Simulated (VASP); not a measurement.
# Cu (Fm-3m) in VASP: further runs

The runs below take Cu through single point, relaxation of volume and atoms at fixed shape, with r2SCAN.

All numbers are computed with VASP 6.6.1; they aren't measurements. Logs are shortened: lines on timing, memory, paths and dates and some standing lists are left out, and cuts for length are marked.

### 1 The cell of the first run

Symmetry: Fm-3m, No. 225, cubic system. Conventional cell: a = 3.575 Å, b = 3.575 Å, c = 3.575 Å, α = 90.00°, β = 90.00°, γ = 90.00°. Within 3.3 Å of Cu (site symmetry m-3m) lie 12 Cu at 2.53 Å.

### 2 Single point, r2SCAN

File POSCAR:

```
Cu
1.0
    0.0000000000      1.7874874068      1.7874874068
    1.7874874068      0.0000000000      1.7874874068
    1.7874874068      1.7874874068      0.0000000000
Cu
1
Direct
    0.0000000000      0.0000000000      0.0000000000
```

File INCAR.step1:

```
SYSTEM = Cu
PREC = Accurate
ENCUT = 520
ISMEAR = -1
SIGMA = 0.05
LREAL = .FALSE.
LASPH = .TRUE.
NELM = 100
NBANDS = 12
GGA = PE
ALGO = Normal
EDIFF = 1E-4
LWAVE = .TRUE.
LCHARG = .FALSE.
```

File INCAR.step2:

```
SYSTEM = Cu
PREC = Accurate
ENCUT = 520
EDIFF = 1E-6
ISMEAR = -1
SIGMA = 0.05
LREAL = .FALSE.
LASPH = .TRUE.
NELM = 100
ALGO = Normal
ISIF = 2
LWAVE = .FALSE.
LCHARG = .FALSE.
METAGGA = R2SCAN
LMIXTAU = .TRUE.
NBANDS = 12
ISTART = 1
```

File KPOINTS:

```
regular mesh
0
G
  11 11 11
  0 0 0
```

Potentials or basis: VASP PAW PBE potentials, release 64 (Cu).

Run with:

```sh
$ cat potpaw_PBE.64/Cu/POTCAR > POTCAR
$ cp INCAR.step1 INCAR
$ mpirun -np 1 vasp_std > vasp.out
$ cp INCAR.step2 INCAR
$ mpirun -np 1 vasp_std > vasp.out
```

OUTCAR:

```text
SYSTEM = Cu
   PREC = Accurate
   ENCUT = 520
   EDIFF = 1E-6
   ISMEAR = -1
   LREAL = .FALSE.
   LASPH = .TRUE.
   NELM = 100
   ISIF = 2
   METAGGA = R2SCAN
   ISTART = 1

 ion  position               nearest neighbor table
   1  0.000  0.000  0.000-

  LATTYP: Found a face centered cubic cell.
 ALAT       =     3.5749748136

  Lattice vectors:

 A1 = (   0.0000000000,   1.7874874068,   1.7874874068)
 A2 = (   1.7874874068,   0.0000000000,   1.7874874068)
 A3 = (   1.7874874068,   1.7874874068,   0.0000000000)

Analysis of symmetry for initial positions (statically):
=====================================================================
 Subroutine PRICEL returns:
 Original cell was already a primitive cell.

 Routine SETGRP: Setting up the symmetry group for a
 face centered cubic supercell.

 Subroutine GETGRP returns: Found 48 space group operations
 (whereof 48 operations were pure point group operations)
 out of a pool of 48 trial point group operations.

The static configuration has the point symmetry O_h .

Analysis of symmetry for dynamics (positions and initial velocities):
=====================================================================
 Subroutine PRICEL returns:
 Original cell was already a primitive cell.

 Routine SETGRP: Setting up the symmetry group for a
 face centered cubic supercell.

 Subroutine GETGRP returns: Found 48 space group operations
 (whereof 48 operations were pure point group operations)
 out of a pool of 48 trial point group operations.

The dynamic configuration has the point symmetry O_h .

 Subroutine INISYM returns: Found 48 space group operations
 (whereof 48 operations are pure point group operations),
 and found     1 'primitive' translations

----------------------------------------------------------------------------------------

                                     Primitive cell

  volume of cell :      11.4224

  direct lattice vectors                    reciprocal lattice vectors
     0.000000000  1.787487407  1.787487407    -0.279722250  0.279722250  0.279722250
     1.787487407  0.000000000  1.787487407     0.279722250 -0.279722250  0.279722250
     1.787487407  1.787487407  0.000000000     0.279722250  0.279722250 -0.279722250

  length of vectors
     2.527888933  2.527888933  2.527888933     0.484493150  0.484493150  0.484493150

  position of ions in fractional coordinates (direct lattice)
     0.000000000  0.000000000  0.000000000

  ion indices of the primitive-cell ions
   primitive index   ion index
                 1           1

----------------------------------------------------------------------------------------

 KPOINTS: regular mesh

Automatic generation of k-mesh.
 Grid dimensions read from file:
 generate k-points for:   11   11   11

 Generating k-lattice:

  Cartesian coordinates                     Fractional coordinates (reciprocal lattice)
    -0.025429295  0.025429295  0.025429295     0.090909091  0.000000000  0.000000000
     0.025429295 -0.025429295  0.025429295     0.000000000  0.090909091  0.000000000
     0.025429295  0.025429295 -0.025429295     0.000000000  0.000000000  0.090909091

  Length of vectors
     0.044044832  0.044044832  0.044044832

  Shift w.r.t. Gamma in fractional coordinates (k-lattice)
     0.000000000  0.000000000  0.000000000

 Subroutine IBZKPT returns following result:
 ===========================================

 Found     56 irreducible k-points:

 Following reciprocal coordinates:
            Coordinates               Weight
  0.000000  0.000000  0.000000      1.000000
  0.090909  0.000000  0.000000      8.000000
  0.181818  0.000000  0.000000      8.000000
  0.272727  0.000000  0.000000      8.000000
  0.363636  0.000000  0.000000      8.000000
  0.454545  0.000000  0.000000      8.000000
[... 16 lines left out ...]
 -0.272727  0.181818  0.000000     24.000000
 -0.181818  0.181818  0.000000     12.000000
 [... further k-points ...]
   k-points           NKPTS =     56   k-points in BZ     NKDIM =     56   number of bands    NBANDS=     12
   number of dos      NEDOS =    301   number of ions     NIONS =      1
   total plane-waves  NPLWV =   8000
   dimension x,y,z NGX =    20 NGY =   20 NGZ =   20
   dimension x,y,z NGXF=    40 NGYF=   40 NGZF=   40
   ions per type =               1
   NGX,Y,Z   is equivalent  to a cutoff of  13.15, 13.15, 13.15 a.u.
   NGXF,Y,Z  is equivalent  to a cutoff of  26.31, 26.31, 26.31 a.u.
 SYSTEM =  Cu
   PREC   = accura    normal or accurate (medium, high low for compatibility)
   ISTART =      1    job   : 0-new  1-cont  2-samecut
   ICHARG =      0    charge: 1-file 2-atom 10-const
   ISPIN  =      1    spin polarized calculation?
   LNONCOLLINEAR =      F non collinear calculations
   LSORBIT =      F    spin-orbit coupling
   LASPH  =      T    aspherical Exc in radial PAW
   ENCUT  =  520.0 eV  38.22 Ry    6.18 a.u.   4.70  4.70  4.70*2*pi/ulx,y,z
   NELM   =    100;   NELMIN=  2; NELMDL=  0     # of ELM steps
   EDIFF  = 0.1E-05   stopping-criterion for ELM
   LREAL  =      F    real-space projection
   EDIFFG = 0.1E-04   stopping-criterion for IOM
   NSW    =      0    number of steps for IOM
   IBRION =     -1    ionic relax: 0-MD 1-quasi-New 2-CG
   NFREE  =      0    steps in history (QN), initial steepest desc. (CG)
   ISIF   =      2    stress and relaxation
   ISYM   =      2    0-nonsym 1-usesym 2-fastsym
   POTIM  = 0.5000    time-step for ionic-motion
   TEBEG  =    0.0;   TEEND  =   0.0 temperature during run
   PSTRESS=    0.0 pullay stress
   NELECT =      11.0000    total number of electrons
   NUPDOWN=      -1.0000    fix difference up-down
   EMIN   =  10.00;   EMAX   =-10.00  energy-range for DOS
   EFERMI =   0.00;   METHOD = LEGACY
   ISMEAR =    -1;   SIGMA  =   0.05  broadening in eV -4-tet -1-fermi 0-gaus
   EFERMI_NEDOS =   21; number of points for ismear=-14 and -15
   IALGO  =     38    algorithm
   IMIX   =      4    mixing-type and parameters
     AMIX     =   0.40;   BMIX     =  1.00
     AMIX_MAG =   1.60;   BMIX_MAG =  1.00
  volume/ion in A,a.u.               =      11.42        77.08
  Fermi-wavevector in a.u.,A,eV,Ry     =   1.616663  3.055049 35.560161  2.613598
  Thomas-Fermi vector in A             =   2.711213
   LORBIT       =      0    0 simple, 1 ext, 2 COOP (PROOUT), +10 PAW based schemes
   METAGGA = R2SCAN    functional components
   LHFCALC =     F    Hartree Fock is set to
   AEXX    =    0.0000 exact exchange contribution
   IVDW    =     0    specifies the selected vdW correction
   LEPSILON=     F    determine dielectric tensor
   LRPA    =     F    only Hartree local field effects (RPA)
 non-spin polarized calculation
  energy-cutoff  :      520.00
  volume of cell :       11.42
 maximum number of plane-waves:       331
   NGX =  9   NGY =  9   NGZ =  9

 number of electron      11.0000013 magnetization

 Free energy of the ion-electron system (eV)
  ---------------------------------------------------
  ext. energy  EPLUGINS =         0.00000000
  ---------------------------------------------------
  free energy    TOTEN  =       -10.83322395 eV

  energy without entropy =      -10.83212773  energy(sigma->0) =      -10.83267584

 E-fermi :   7.9145     XC(G=0): -13.9723

 val. band max:        7.7773901151   @ k =   0.4545   0.2727   0.0000
 cond. band min:       8.0303401972   @ k =   0.4545   0.3636   0.0000
 fundamental gap:      0.2529500821
 Fermi energy:         7.9145470768

 k-point     1 :       0.0000    0.0000    0.0000
  band No.  band energies     occupation
      1      -2.1212      2.00000
      2       4.5674      2.00000
      3       4.5675      2.00000
      4       4.5675      2.00000
      5       5.4271      2.00000
      6       5.4271      2.00000
      7      31.4745      0.00000
      8      34.7758      0.00000
      9      34.7758      0.00000
     10      34.7762      0.00000
     11      37.1920      0.00000
     12      37.1920      0.00000

 k-point     2 :       0.0909    0.0000    0.0000
  band No.  band energies     occupation
      1      -1.8020      2.00000
      2       4.4996      2.00000
      3       4.6252      2.00000
      4       4.6253      2.00000
      5       5.4057      2.00000
      6       5.4057      2.00000
      7      29.5128      0.00000
      8      32.5681      0.00000
      9      33.9080      0.00000
     10      33.9082      0.00000
     11      38.4785      0.00000
     12      38.4785      0.00000

 k-point     3 :       0.1818    0.0000    0.0000
  band No.  band energies     occupation
      1      -0.8776      2.00000
      2       4.3495      2.00000
      3       4.7260      2.00000
      4       4.7262      2.00000
      5       5.4095      2.00000
      6       5.4096      2.00000
      7      24.6868      0.00000
      8      31.9745      0.00000
      9      32.8031      0.00000
     10      32.8033      0.00000
     11      39.1702      0.00000
     12      39.5736      0.00000

 k-point     4 :       0.2727    0.0000    0.0000
  band No.  band energies     occupation
      1       0.5025      2.00000
      2       4.3027      2.00000
      3       4.7099      2.00000
      4       4.7101      2.00000
      5       5.5787      2.00000
      6       5.5788      2.00000
      7      19.9383      0.00000
      8      31.2576      0.00000
      9      32.0376      0.00000
     10      32.0377      0.00000
     11      37.5030      0.00000
     12      37.5031      0.00000

 k-point     5 :       0.3636    0.0000    0.0000
  band No.  band energies     occupation
      1       1.8141      2.00000
      2       4.6063      2.00000
      3       4.6065      2.00000
      4       4.8510      2.00000
      5       5.8402      2.00000
      6       5.8404      2.00000
      7      15.7062      0.00000
      8      30.4949      0.00000
      9      31.6324      0.00000
     10      31.6325      0.00000
     11      35.6011      0.00000
     12      35.6012      0.00000
[... 228 lines left out ...]
      1       2.9625      2.00000
      2       4.0506      2.00000
      3       4.6602      2.00000
      4       4.8926      2.00000
      5       6.0220      2.00000
      6       9.2337      0.00000
      7      12.3962      0.00000
      8      23.2819      0.00000
      9      27.3156      0.00000
     10      29.4115      0.00000
     11      39.8356      0.00000
     12      40.4272      0.00000

 k-point    22 :      -0.3636    0.1818    0.0000
  band No.  band energies     occupation
      1       2.9028      2.00000
      2       4.1702      2.00000
      3       4.4932      2.00000
      4       4.8815      2.00000
      5       5.7886      2.00000
      6       8.2357      0.00324
      7      14.0813      0.00000
      8      22.4204      0.00000
      9      28.8801      0.00000
     10      30.1573      0.00000
     11      39.0589      0.00000
     12      39.6672      0.00000

 k-point    23 :      -0.2727    0.1818    0.0000
  band No.  band energies     occupation
      1       2.2674      2.00000
      2       4.0834      2.00000
      3       4.3927      2.00000
      4       4.9502      2.00000
      5       5.4422      2.00000
      6       6.8685      2.00000
      7      17.8983      0.00000
      8      22.1813      0.00000
      9      31.0843      0.00000
     10      31.4841      0.00000
     11      38.4260      0.00000
     12      38.8137      0.00000

 k-point    24 :      -0.1818    0.1818    0.0000
  band No.  band energies     occupation
      1       0.9777      2.00000
      2       4.0604      2.00000
      3       4.6155      2.00000
      4       5.0834      2.00000
      5       5.0932      2.00000
      6       6.1224      2.00000
      7      21.9923      0.00000
      8      22.8968      0.00000
      9      33.3326      0.00000
     10      33.7869      0.00000
     11      36.6277      0.00000
     12      39.0053      0.00000

 [... further k-points ...]

------------------------ aborting loop because EDIFF is reached ----------------------------------------

  FORCE on cell =-STRESS in cart. coord.  units (eV):
  Direction    XX          YY          ZZ          XY          YZ          ZX
  --------------------------------------------------------------------------------------
  -------------------------------------------------------------------------------------
  Total        0.0327780      0.0327780      0.0327780     -0.0000000      0.0000000      0.0000000
  in kB        4.5976289      4.5976289      4.5976289     -0.0000000      0.0000000      0.0000000
  external PRESSURE =       4.5976289 kB  Pullay stress =       0.0000000 kB

 VOLUME and BASIS-vectors are now :
 -----------------------------------------------------------------------------
  energy-cutoff  :      520.00
  volume of cell :       11.42
      direct lattice vectors                 reciprocal lattice vectors
     0.000000000  1.787487407  1.787487407    -0.279722250  0.279722250  0.279722250
     1.787487407  0.000000000  1.787487407     0.279722250 -0.279722250  0.279722250
     1.787487407  1.787487407  0.000000000     0.279722250  0.279722250 -0.279722250

 POSITION                                       TOTAL-FORCE (eV/Angst)
 -----------------------------------------------------------------------------------
      0.00000      0.00000      0.00000         0.000000     -0.000000     -0.000000
 -----------------------------------------------------------------------------------
    total drift:                                0.000000      0.000000      0.000000

  FREE ENERGIE OF THE ION-ELECTRON SYSTEM (eV)
  ---------------------------------------------------
  free  energy   TOTEN  =       -10.8332239475 eV

  energy  without entropy=      -10.8321277262  energy(sigma->0) =      -10.83267584
```

Wall time 23 s (1 thread of Intel Xeon Platinum 8488C (Sapphire Rapids), shared host); peak memory 0.13 GiB.

Results:

```
Free energy            : -10.8332 eV
Pressure               : 0.5 GPa
Band gap on the k mesh : zero (an odd number of electrons rules out a gap without spin polarisation)
```

Caveat: the PAW data sets were made with another functional, which shifts forces and pressure a little.

### 3 Relaxation of volume and atoms at fixed shape, r2SCAN

This run uses another cell than the first one, of 11.81 Å³/atom.

File POSCAR:

```
Cu
1.0
    0.0000000000      1.8075000000      1.8075000000
    1.8075000000      0.0000000000      1.8075000000
    1.8075000000      1.8075000000      0.0000000000
Cu
1
Direct
    0.0000000000      0.0000000000      0.0000000000
```

File INCAR.step1:

```
SYSTEM = Cu
  PREC = Accurate
  ENCUT = 600
  ISMEAR = -1
  SIGMA = 0.05
  LREAL = .False.
  LASPH = .True.
  NELM = 100
  GGA = PE
  ALGO = Normal
  EDIFF = 1E-4
  LWAVE = .True.
  LCHARG = .False.
```

File INCAR.step2:

```
SYSTEM = Cu
  PREC = Accurate
  ENCUT = 600
  EDIFF = 1E-6
  ISMEAR = -1
  SIGMA = 0.05
  LREAL = .False.
  LASPH = .True.
  NELM = 100
  ALGO = Normal
  ISIF = 8
  LWAVE = .False.
  LCHARG = .False.
  METAGGA = R2SCAN
  LMIXTAU = .True.
  IBRION = 2
  NSW = 60
  EDIFFG = -0.01
  ISTART = 1
```

File KPOINTS:

```
Automatic mesh
0
Gamma
  11 11 11
  0 0 0
```

Potentials or basis: VASP PAW PBE potentials, release 64 (Cu).

Run with:

```sh
$ cat potpaw_PBE.64/Cu/POTCAR > POTCAR
$ cp INCAR.step1 INCAR
$ mpirun -np 1 vasp_std > vasp.out
$ cp INCAR.step2 INCAR
$ mpirun -np 1 vasp_std > vasp.out
```

It took 44 s on 1 thread of Intel Xeon Platinum 8488C (Sapphire Rapids), shared host; peak memory 0.13 GiB.

The run converged. Its results:

* Free energy: -10.8338 eV
* Relaxed volume: 11.47 Å³/atom
* Relaxed cell: a = 2.531 Å, b = 2.531 Å, c = 2.531 Å, α = 60.00°, β = 60.00°, γ = 60.00°
* Space group after relaxing (to 0.1 Å): Fm-3m (No. 225)
* Energy gained by relaxing: 4.9 meV/atom
* Ionic steps: 3
* Pressure after relaxing: -0.1 GPa
* Band gap on the k mesh: zero (an odd number of electrons rules out a gap without spin polarisation)

Step by step:
```csv
step,energy change (eV),largest force (eV/Å),pressure (GPa),volume (Å³)
1,0.0000,0.0000,-4.50,11.81
2,-0.0028,0.0000,3.17,11.25
3,-0.0049,0.0000,-0.10,11.47
```

Final structure:
```xyz
1
Lattice="0.0000 1.7900 1.7900 1.7900 0.0000 1.7900 1.7900 1.7900 0.0000" Properties=species:S:1:pos:R:3 pbc="T T T"
Cu    0.0000    0.0000    0.0000
```

Levels at points of the mesh, in eV from the Fermi level:
```csv
k point,band 2,band 3,band 4,band 5,band 6,band 7,band 8,band 9
"(0.00, 0.00, 0.00)",-3.33,-3.33,-3.33,-2.48,-2.48,23.52,26.79,26.79
```

Caveat: the PAW data sets were made with another functional, which shifts forces and pressure a little.

The gap in the log of VASP goes by the Fermi energy; the results here count the filled bands.